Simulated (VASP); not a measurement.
# AgCl (Fm-3m) in VASP: notebook

The runs below take AgCl through single point, with PBEsol.

Everything below comes from runs of VASP 6.6.1. Logs are shortened: lines on timing, memory, paths and dates and some standing lists are left out, and cuts for length are marked.

### 1 The cell of the first run

Symmetry: Fm-3m, No. 225, cubic system. Conventional cell: a = 5.148 Å, b = 5.148 Å, c = 5.148 Å, α = 90.00°, β = 90.00°, γ = 90.00°. Ag (site symmetry m-3m) has 6 Cl at 2.57 Å within 3.4 Å. Cl (site symmetry m-3m) has 6 Ag at 2.57 Å within 3.4 Å.

### 2 Single point, PBEsol

The input, INCAR:

```
SYSTEM = AgCl
  PREC = Accurate
  ENCUT = 520
  EDIFF = 1E-6
  ISMEAR = 0
  SIGMA = 0.01
  LREAL = .FALSE.
  LASPH = .TRUE.
  NELM = 80
  ALGO = Normal
  ISIF = 2
  LWAVE = .FALSE.
  LCHARG = .TRUE.
  GGA = PS
  LELF = .TRUE.
  LVHAR = .TRUE.
  NBANDS = 16
```

The input, KPOINTS:

```
Automatic mesh
0
G
  8 8 8
  0 0 0
```

The input, POSCAR:

```
AgCl
1.0
    2.5740853773      2.5740853773      0.0000000000
   -2.5740853773      2.5740853773      0.0000000000
    0.0000000000      2.5740853773      2.5740853773
Ag Cl
1 1
Direct
    0.0000000000      0.0000000000      0.0000000000
    0.5000000000      0.5000000000      0.0000000000
```

Potentials or basis: VASP PAW PBE potentials, release 64 (Ag, Cl).

Run with:

```console
cat potpaw_PBE.64/Ag/POTCAR potpaw_PBE.64/Cl/POTCAR > POTCAR
mpirun -np 1 vasp_std > vasp.out
```

OUTCAR:

```text
SYSTEM = AgCl
   PREC = Accurate
   ENCUT = 520
   EDIFF = 1E-6
   ISMEAR = 0
   LREAL = .FALSE.
   LASPH = .TRUE.
   NELM = 80
   ISIF = 2
   GGA = PS

 ion  position               nearest neighbor table
   1  0.000  0.000  0.000-   2 2.57   2 2.57   2 2.57   2 2.57   2 2.57   2 2.57
   2  0.500  0.500  0.000-   1 2.57   1 2.57   1 2.57   1 2.57   1 2.57   1 2.57

  LATTYP: Found a face centered cubic cell.
 ALAT       =     5.1481707546

  Lattice vectors:

 A1 = (   0.0000000000,   2.5740853773,   2.5740853773)
 A2 = (   2.5740853773,   0.0000000000,   2.5740853773)
 A3 = (   2.5740853773,   2.5740853773,   0.0000000000)

Analysis of symmetry for initial positions (statically):
=====================================================================
 Subroutine PRICEL returns:
 Original cell was already a primitive cell.

 Routine SETGRP: Setting up the symmetry group for a
 face centered cubic supercell.

 Subroutine GETGRP returns: Found 48 space group operations
 (whereof 48 operations were pure point group operations)
 out of a pool of 48 trial point group operations.

The static configuration has the point symmetry O_h .

Analysis of symmetry for dynamics (positions and initial velocities):
=====================================================================
 Subroutine PRICEL returns:
 Original cell was already a primitive cell.

 Routine SETGRP: Setting up the symmetry group for a
 face centered cubic supercell.

 Subroutine GETGRP returns: Found 48 space group operations
 (whereof 48 operations were pure point group operations)
 out of a pool of 48 trial point group operations.

The dynamic configuration has the point symmetry O_h .

 Subroutine INISYM returns: Found 48 space group operations
 (whereof 48 operations are pure point group operations),
 and found     1 'primitive' translations

----------------------------------------------------------------------------------------

                                     Primitive cell

  volume of cell :      34.1113

  direct lattice vectors                    reciprocal lattice vectors
     2.574085377  2.574085377  0.000000000     0.194243751  0.194243751 -0.194243751
    -2.574085377  2.574085377  0.000000000    -0.194243751  0.194243751 -0.194243751
     0.000000000  2.574085377  2.574085377     0.000000000  0.000000000  0.388487503

  length of vectors
     3.640306451  3.640306451  3.640306451     0.336440046  0.336440046  0.388487503

  position of ions in fractional coordinates (direct lattice)
     0.000000000  0.000000000  0.000000000
     0.500000000  0.500000000  0.000000000

  ion indices of the primitive-cell ions
   primitive index   ion index
                 1           1
                 2           2

----------------------------------------------------------------------------------------

 KPOINTS: Automatic mesh

Automatic generation of k-mesh.
 Grid dimensions read from file:
 generate k-points for:    8    8    8

 Generating k-lattice:

  Cartesian coordinates                     Fractional coordinates (reciprocal lattice)
     0.024280469  0.024280469 -0.024280469     0.125000000  0.000000000  0.000000000
    -0.024280469  0.024280469 -0.024280469     0.000000000  0.125000000  0.000000000
     0.000000000  0.000000000  0.048560938     0.000000000  0.000000000  0.125000000

  Length of vectors
     0.042055006  0.042055006  0.048560938

  Shift w.r.t. Gamma in fractional coordinates (k-lattice)
     0.000000000  0.000000000  0.000000000

 Subroutine IBZKPT returns following result:
 ===========================================

 Found     29 irreducible k-points:

 Following reciprocal coordinates:
            Coordinates               Weight
  0.000000  0.000000  0.000000      1.000000
  0.125000  0.000000  0.000000      8.000000
  0.250000  0.000000  0.000000      8.000000
  0.375000  0.000000  0.000000      8.000000
  0.500000  0.000000  0.000000      4.000000
  0.125000  0.125000  0.000000     12.000000
[... 16 lines left out ...]
  0.375000  0.250000  0.125000     48.000000
  0.500000  0.250000  0.125000     24.000000
 [... further k-points ...]
   k-points           NKPTS =     29   k-points in BZ     NKDIM =     29   number of bands    NBANDS=     16
   number of dos      NEDOS =    301   number of ions     NIONS =      2
   total plane-waves  NPLWV =  21952
   dimension x,y,z NGX =    28 NGY =   28 NGZ =   28
   dimension x,y,z NGXF=    56 NGYF=   56 NGZF=   56
   ions per type =               1   1
   NGX,Y,Z   is equivalent  to a cutoff of  12.79, 12.79, 12.79 a.u.
   NGXF,Y,Z  is equivalent  to a cutoff of  25.57, 25.57, 25.57 a.u.
 SYSTEM =  AgCl
   PREC   = accura    normal or accurate (medium, high low for compatibility)
   ISTART =      0    job   : 0-new  1-cont  2-samecut
   ICHARG =      2    charge: 1-file 2-atom 10-const
   ISPIN  =      1    spin polarized calculation?
   LNONCOLLINEAR =      F non collinear calculations
   LSORBIT =      F    spin-orbit coupling
   LASPH  =      T    aspherical Exc in radial PAW
   ENCUT  =  520.0 eV  38.22 Ry    6.18 a.u.   6.77  6.77  6.77*2*pi/ulx,y,z
   NELM   =     80;   NELMIN=  2; NELMDL= -5     # of ELM steps
   EDIFF  = 0.1E-05   stopping-criterion for ELM
   LREAL  =      F    real-space projection
   EDIFFG = 0.1E-04   stopping-criterion for IOM
   NSW    =      0    number of steps for IOM
   IBRION =     -1    ionic relax: 0-MD 1-quasi-New 2-CG
   NFREE  =      0    steps in history (QN), initial steepest desc. (CG)
   ISIF   =      2    stress and relaxation
   ISYM   =      2    0-nonsym 1-usesym 2-fastsym
   POTIM  = 0.5000    time-step for ionic-motion
   TEBEG  =    0.0;   TEEND  =   0.0 temperature during run
   PSTRESS=    0.0 pullay stress
   NELECT =      18.0000    total number of electrons
   NUPDOWN=      -1.0000    fix difference up-down
   EMIN   =  10.00;   EMAX   =-10.00  energy-range for DOS
   EFERMI =   0.00;   METHOD = LEGACY
   ISMEAR =     0;   SIGMA  =   0.01  broadening in eV -4-tet -1-fermi 0-gaus
   EFERMI_NEDOS =   21; number of points for ismear=-14 and -15
   IALGO  =     38    algorithm
   IMIX   =      4    mixing-type and parameters
     AMIX     =   0.40;   BMIX     =  1.00
     AMIX_MAG =   1.60;   BMIX_MAG =  1.00
  volume/ion in A,a.u.               =      17.06       115.10
  Fermi-wavevector in a.u.,A,eV,Ry     =   1.322917  2.499951 23.811697  1.750110
  Thomas-Fermi vector in A             =   2.452563
   LORBIT       =      0    0 simple, 1 ext, 2 COOP (PROOUT), +10 PAW based schemes
   GGA     = PS    functional components
   LHFCALC =     F    Hartree Fock is set to
   AEXX    =    0.0000 exact exchange contribution
   IVDW    =     0    specifies the selected vdW correction
   LEPSILON=     F    determine dielectric tensor
   LRPA    =     F    only Hartree local field effects (RPA)
 non-spin polarized calculation
 Gauss-broadening in eV      SIGMA  =   0.01
  energy-cutoff  :      520.00
  volume of cell :       34.11
 maximum number of plane-waves:       941
   NGX = 13   NGY = 13   NGZ = 13

 number of electron      18.0000005 magnetization

 Free energy of the ion-electron system (eV)
  ---------------------------------------------------
  ext. energy  EPLUGINS =         0.00000000
  ---------------------------------------------------
  free energy    TOTEN  =        -5.81427024 eV

  energy without entropy =       -5.81427024  energy(sigma->0) =       -5.81427024

 E-fermi :   6.9673     XC(G=0): -11.4200

 val. band max:        6.9260406342   @ k =   0.5000   0.0000   0.0000
 cond. band min:       7.7288190351   @ k =   0.0000   0.0000   0.0000
 fundamental gap:      0.8027784009
 Fermi energy:         6.9673142707

 k-point     1 :       0.0000    0.0000    0.0000
  band No.  band energies     occupation
      1      -9.9661      2.00000
      2       3.2819      2.00000
      3       3.2819      2.00000
      4       3.2819      2.00000
      5       3.3420      2.00000
      6       3.3420      2.00000
[... 8 lines left out ...]
     15      21.2076      0.00000
     16      21.2076      0.00000

 k-point     2 :       0.1250    0.0000    0.0000
  band No.  band energies     occupation
      1      -9.8574      2.00000
      2       2.3861      2.00000
      3       2.4520      2.00000
      4       2.4520      2.00000
      5       3.3751      2.00000
      6       3.3751      2.00000
[... 8 lines left out ...]
     15      19.3422      0.00000
     16      19.6593      0.00000

 k-point     3 :       0.2500    0.0000    0.0000
  band No.  band energies     occupation
      1      -9.5763      2.00000
      2       0.9964      2.00000
      3       1.6777      2.00000
      4       1.6777      2.00000
      5       3.5938      2.00000
      6       3.5938      2.00000
[... 8 lines left out ...]
     15      19.2117      0.00000
     16      20.0269      0.00000

 k-point     4 :       0.3750    0.0000    0.0000
  band No.  band energies     occupation
      1      -9.2627      2.00000
      2      -0.0929      2.00000
      3       1.1884      2.00000
      4       1.1884      2.00000
      5       3.8276      2.00000
      6       3.8276      2.00000
[... 8 lines left out ...]
     15      19.9431      0.00000
     16      20.4139      0.00000

 k-point     5 :       0.5000    0.0000    0.0000
  band No.  band energies     occupation
      1      -9.1207      2.00000
      2      -0.5056      2.00000
      3       1.0215      2.00000
      4       1.0215      2.00000
      5       3.9294      2.00000
      6       3.9294      2.00000
[... 8 lines left out ...]
     15      20.4387      0.00000
     16      21.0699      0.00000

 k-point     6 :       0.1250    0.1250    0.0000
  band No.  band energies     occupation
      1      -9.6953      2.00000
      2       1.4247      2.00000
      3       1.8004      2.00000
      4       2.3886      2.00000
      5       3.4242      2.00000
      6       3.5769      2.00000
[... 8 lines left out ...]
     15      20.1444      0.00000
     16      20.9284      0.00000

 k-point     7 :       0.2500    0.1250    0.0000
  band No.  band energies     occupation
      1      -9.4128      2.00000
      2       0.4671      2.00000
      3       1.3063      2.00000
      4       1.7219      2.00000
      5       3.6155      2.00000
      6       3.7677      2.00000
[... 8 lines left out ...]
     15      20.8060      0.00000
     16      21.5037      0.00000

 k-point     8 :       0.3750    0.1250    0.0000
  band No.  band energies     occupation
      1      -9.1660      2.00000
      2      -0.1852      2.00000
      3       1.0739      2.00000
      4       1.1885      2.00000
      5       3.8392      2.00000
      6       3.8943      2.00000
[... 8 lines left out ...]
     15      21.0368      0.00000
     16      21.7142      0.00000

 k-point     9 :       0.5000    0.1250    0.0000
  band No.  band energies     occupation
      1      -9.1255      2.00000
      2      -0.2711      2.00000
      3       1.0243      2.00000
      4       1.1444      2.00000
      5       3.8197      2.00000
      6       3.9523      2.00000
[... 8 lines left out ...]
     15      20.6527      0.00000
     16      22.0695      0.00000
[... 172 lines left out ...]
 k-point    19 :       0.5000    0.3750    0.0000
  band No.  band energies     occupation
      1      -9.1423      2.00000
      2       0.6197      2.00000
      3       1.7805      2.00000
      4       2.0663      2.00000
      5       3.1330      2.00000
      6       4.0356      2.00000
[... 8 lines left out ...]
     15      21.8750      0.00000
     16      22.7515      0.00000

 k-point    20 :      -0.3750    0.3750    0.0000
  band No.  band energies     occupation
      1      -9.2367      2.00000
      2       0.4357      2.00000
      3       2.4565      2.00000
      4       2.4565      2.00000
      5       2.7734      2.00000
      6       3.6146      2.00000
[... 8 lines left out ...]
     15      22.6302      0.00000
     16      23.7470      0.00000

 k-point    21 :       0.5000    0.5000    0.0000
  band No.  band energies     occupation
      1      -9.1445      2.00000
      2       0.6825      2.00000
      3       2.5104      2.00000
      4       2.5104      2.00000
      5       2.6901      2.00000
      6       3.6627      2.00000
[... 8 lines left out ...]
     15      22.0937      0.00000
     16      22.0937      0.00000

 k-point    22 :       0.2500    0.2500    0.1250
  band No.  band energies     occupation
      1      -9.4079      2.00000
      2       0.4705      2.00000
      3       1.5804      2.00000
      4       1.9756      2.00000
      5       3.4400      2.00000
      6       3.7889      2.00000
[... 8 lines left out ...]
     15      21.3330      0.00000
     16      23.1734      0.00000

 k-point    23 :       0.3750    0.2500    0.1250
  band No.  band energies     occupation
      1      -9.1879      2.00000
      2       0.1498      2.00000
      3       1.1764      2.00000
      4       1.4560      2.00000
      5       3.6532      2.00000
      6       3.9424      2.00000
[... 8 lines left out ...]
     15      21.5424      0.00000
     16      23.0761      0.00000

 k-point    24 :       0.5000    0.2500    0.1250
  band No.  band energies     occupation
      1      -9.0919      2.00000
      2       0.0383      2.00000
      3       1.0653      2.00000
      4       1.1764      2.00000
      5       3.8224      2.00000
      6       3.9229      2.00000
[... 8 lines left out ...]
     15      20.9880      0.00000
     16      22.5856      0.00000

 [... further k-points ...]

------------------------ aborting loop because EDIFF is reached ----------------------------------------

  FORCE on cell =-STRESS in cart. coord.  units (eV):
  Direction    XX          YY          ZZ          XY          YZ          ZX
  --------------------------------------------------------------------------------------
  -------------------------------------------------------------------------------------
  Total        3.1711686      3.1711686      3.1711686      0.0000000      0.0000000     -0.0000000
  in kB      148.9467646    148.9467646    148.9467646      0.0000000      0.0000000     -0.0000000
  external PRESSURE =     148.9467646 kB  Pullay stress =       0.0000000 kB

 VOLUME and BASIS-vectors are now :
 -----------------------------------------------------------------------------
  energy-cutoff  :      520.00
  volume of cell :       34.11
      direct lattice vectors                 reciprocal lattice vectors
     2.574085377  2.574085377  0.000000000     0.194243751  0.194243751 -0.194243751
    -2.574085377  2.574085377  0.000000000    -0.194243751  0.194243751 -0.194243751
     0.000000000  2.574085377  2.574085377     0.000000000  0.000000000  0.388487503

 POSITION                                       TOTAL-FORCE (eV/Angst)
 -----------------------------------------------------------------------------------
      0.00000      0.00000      0.00000        -0.000000      0.000000      0.000000
      0.00000      2.57409      0.00000         0.000000     -0.000000      0.000000
 -----------------------------------------------------------------------------------
    total drift:                               -0.000000      0.000000     -0.000000

  FREE ENERGIE OF THE ION-ELECTRON SYSTEM (eV)
  ---------------------------------------------------
  free  energy   TOTEN  =        -5.8142702436 eV

  energy  without entropy=       -5.8142702436  energy(sigma->0) =       -5.81427024
```

Run time: 19 s. Hardware: 1 thread of Intel Xeon 8259CL, shared host; peak memory 0.16 GiB.

Results:

```yaml
Free_energy: -5.8143 eV
Pressure: 14.9 GPa
Band_gap_on_the_k_mesh: 0.80 eV (least direct gap 3.31 eV)
```

Caveat: the cell stands under pressure; the PAW data sets were made with another functional, which shifts forces and pressure a little.

### 3 Single point, PBEsol

This run uses another cell than the first one, of 17.81 Å³/atom.

The input, INCAR:

```
SYSTEM = AgCl
ALGO = Normal
EDIFF = 1E-6
ENCUT = 520
GGA = PS
ISIF = 2
ISMEAR = 0
LASPH = .TRUE.
LCHARG = .TRUE.
LELF = .TRUE.
LREAL = .FALSE.
LVHAR = .TRUE.
LWAVE = .FALSE.
NBANDS = 16
NELM = 100
PREC = Accurate
SIGMA = 0.01
```

The input, KPOINTS:

```
k-points
0
G
  8 8 8
  0 0 0
```

The input, POSCAR:

```
AgCl
1.0
    2.6114069887      2.6114069887      0.0000000000
   -2.6114069887      2.6114069887      0.0000000000
    0.0000000000      2.6114069887      2.6114069887
Ag Cl
1 1
Direct
    0.0000000000      0.0000000000      0.0000000000
    0.5000000000      0.5000000000      0.0000000000
```

Potentials or basis: VASP PAW PBE potentials, release 64 (Ag, Cl).

Run with:

```console
cat potpaw_PBE.64/Ag/POTCAR potpaw_PBE.64/Cl/POTCAR > POTCAR
mpirun -np 1 vasp_std > vasp.out
```

It took 20 s on 1 thread of Intel Xeon 8259CL, shared host; peak memory 0.16 GiB.

It converged, with:

```yaml
Free_energy: -5.9306 eV
Pressure: 9.9 GPa
Band_gap_on_the_k_mesh: 0.77 eV (least direct gap 3.47 eV)
```

Levels at points of the mesh, in eV from the valence-band top:
```
           k point  band 5  band 6  band 7  band 8  band 9  band 10  band 11  band 12  band 13  band 14
(0.00, 0.00, 0.00)   -3.32   -3.32   -3.13   -3.13   -3.13     0.77    10.67    10.67    10.67    11.71
(0.50, 0.00, 0.00)   -2.79   -2.79   -2.36    0.00    0.00     3.47     7.11     7.11     7.53    13.56
(0.50, 0.50, 0.00)   -3.91   -3.03   -2.61   -2.61   -2.35     1.88     7.60     9.09    12.32    12.32
```

Caveat: the cell stands under pressure; semilocal functionals underestimate gaps, and a narrow one can read as zero; the PAW data sets were made with another functional, which shifts forces and pressure a little.
